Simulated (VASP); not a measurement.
Wanted: the native input for a VASP 6.6.1 run.

```yaml
Task: single point
Functional: PBEsol
Potentials_or_basis: VASP PAW PBE potentials, release 64 (Mg)
Cutoff: 520 eV
k_mesh: 16 × 16 × 16
Occupations: gaussian, width 0.1 eV
Spin: no spin polarisation
Dipole_correction: no
Further_INCAR_settings: ALGO = Fast; EDIFF = 1e-07; NBANDS = 7
```

The structure of Mg lies in POSCAR:

```
Mg
1.0
   -1.7672888232      1.7672888232      1.7173249628
    1.7672888232     -1.7672888232      1.7173249628
    1.7672888232      1.7672888232     -1.7173249628
Mg
1
Direct
    0.0000000000      0.0000000000      0.0000000000
```

This cell differs from its parent crystal: strained.

One way to write it, as run:

INCAR

```
SYSTEM = Mg
PREC = Accurate
ENCUT = 520
EDIFF = 1E-7
ISMEAR = 0
SIGMA = 0.1
LREAL = .FALSE.
LASPH = .TRUE.
NELM = 100
ALGO = Fast
ISIF = 2
LWAVE = .FALSE.
LCHARG = .TRUE.
GGA = PS
LELF = .TRUE.
LVHAR = .TRUE.
NBANDS = 7
```

KPOINTS

```
Automatic mesh
0
G
  16 16 16
  0 0 0
```

Potentials or basis: VASP PAW PBE potentials, release 64 (Mg).

The run is started by

```sh
$ cat potpaw_PBE.64/Mg/POTCAR > POTCAR
$ mpirun -np 1 vasp_std > vasp.out
```

Results of the run:

* Pressure: 1.9 GPa
* Band gap on the k mesh: zero (band 1 reaches 6.79 eV, above the bottom of band 2 at 1.93 eV)

Caveat: the cell differs from its parent crystal (strained); the PAW data sets were made with another functional, which shifts forces and pressure a little.

It took 22 s on 1 thread of Intel(R) Xeon(R) Platinum 8259CL CPU @ 2.50GHz (Skylake/Cascade Lake), with other jobs on the host, peak memory 0.18 GiB.
